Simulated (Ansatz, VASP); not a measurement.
Given: the input of a run of VASP 6.6.1 on RbBr.

File POSCAR:

```
RbBr
1.0
    4.1260773000      0.0000000000      0.0000000000
    0.0000000000      4.1260773000      0.0000000000
    0.0000000000      0.0000000000      4.1260773000
Rb Br
1 1
Direct
    0.0000000000      0.0000000000      0.0000000000
    0.5000000000      0.5000000000      0.5000000000
```

File INCAR.step1:

```
ALGO = Normal ; EDIFF = 1E-5
ENCUT = 520 ; GGA = PE
ISIF = 2 ; ISMEAR = -1
LASPH = T ; LCHARG = F
LREAL = F ; LWAVE = T
NBANDS = 15 ; NELM = 60
PREC = Accurate ; SIGMA = 0.05
```

The input INCAR.step2:

```
AEXX = 0.2 ; ALGO = Normal
EDIFF = 1E-7 ; ENCUT = 520
GGA = PE ; HFSCREEN = 0.2
ISIF = 2 ; ISMEAR = -1
ISTART = 1 ; LASPH = T
LCHARG = F ; LHFCALC = T
LREAL = F ; LWAVE = F
NBANDS = 15 ; NELM = 60
PREC = Accurate ; PRECFOCK = Normal
SIGMA = 0.05
```

Contents of KPOINTS:

```
k-points
0
Gamma
  4 4 4
```

Potentials or basis: VASP PAW PBE potentials, release 64 (Rb_sv, Br).

Run with:

```console
$ cat potpaw_PBE.64/Rb_sv/POTCAR potpaw_PBE.64/Br/POTCAR > POTCAR
$ cp INCAR.step1 INCAR
$ mpirun -np 1 vasp_std > vasp.out
$ cp INCAR.step2 INCAR
$ mpirun -np 1 vasp_std > vasp.out
```

Set up the same calculation for Ansatz 0.2.0. Potentials there: all-electron PAW datasets made for the crystal.

As run (the cutoff follows the program's own potentials):

input.yaml

```yaml
crystal:
  lattice:
    - [4.1260773, 0.0, 0.0]
    - [0.0, 4.1260773, 0.0]
    - [0.0, 0.0, 4.1260773]
  atoms:
    - { symbol: Rb, position: [0.0, 0.0, 0.0] }
    - { symbol: Br, position: [0.5, 0.5, 0.5] }
kpoints:
  mp_grid: { grid: [4, 4, 4] }
scf:
  occupations: { method: fermi_dirac, width: 0.05 }
hamiltonian:
  xc: { preset: hse06, exx: { coeff: 0.2, omega: 0.2 } }
  pseudopotentials: { kind: all_electron, datasets: crystal }
output:
  forces: true
  stress: true
```

Potentials or basis: all-electron PAW datasets made for the crystal.

Launch:

```sh
$ ansatz run input.yaml --threads 1 --pin off --max-ram 3072MiB --backend cpu --events-out ev --progress --plain --runs-dir out
```

Both were run:

|  | VASP | Ansatz | Ansatz less VASP |
| --- | --- | --- | --- |
| gap on the k mesh at the Fermi level (eV) | 5.04 | 5.04 | 0.000 |
| least direct gap on the mesh (eV) | 5.20 | 5.20 | 0.000 |
| pressure (GPa) | 0.6 | 0.5 | -0.02 |

VASP's potentials were made for PBE, not for PBE-based screened hybrid. Ansatz ran all-electron here, and VASP with PAW potentials.
